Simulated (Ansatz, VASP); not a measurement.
**One calculation of TiO2, two programs**

```xyz
3
Lattice="1.4973 0.8645 6.9815 -1.4973 0.8645 6.9815 0.0000 -1.7290 6.9815" Properties=species:S:1:pos:R:3 pbc="T T T"
Ti    0.0000    0.0000    0.0000
O     0.0000    0.0000   12.9955
O     0.0000    0.0000    7.9492
```

Alike in both runs: task single point; functional PBE; k mesh 3 × 3 × 3; no spin polarisation.

|  | VASP | Ansatz |
| --- | --- | --- |
| version | VASP 6.6.1 | Ansatz 0.2.0 |
| potentials or method | VASP PAW PBE potentials, release 64 (Ti_sv, O), cutoff 600 eV | scalar-relativistic, plane waves, PAW |
| occupations | methfessel-paxton of order 1, width 0.1 eV | cold |
| valence electrons in the cell | 24 | 24 |

Ansatz gave:

```
gap on the k mesh at the Fermi level (eV)                     : 2.82
least direct gap on the mesh (eV)                             : 2.82
pressure (GPa)                                                : -0.6
traceless stress, the component that is largest in VASP (GPa) : -0.16
rms of the force components (eV/Å)                            : 0.061
```

**Question.** Estimate VASP's values.

**Answer.** gap on the k mesh at the Fermi level (eV): 2.81; least direct gap on the mesh (eV): 2.81; pressure (GPa): -0.3; traceless stress, the component that is largest in VASP (GPa): -0.28; rms of the force components (eV/Å): 0.027.

Atom by atom the forces differ by 0.033 eV/Å (rms over components).

The k mesh is coarse, so the values compare programs but aren't converged.
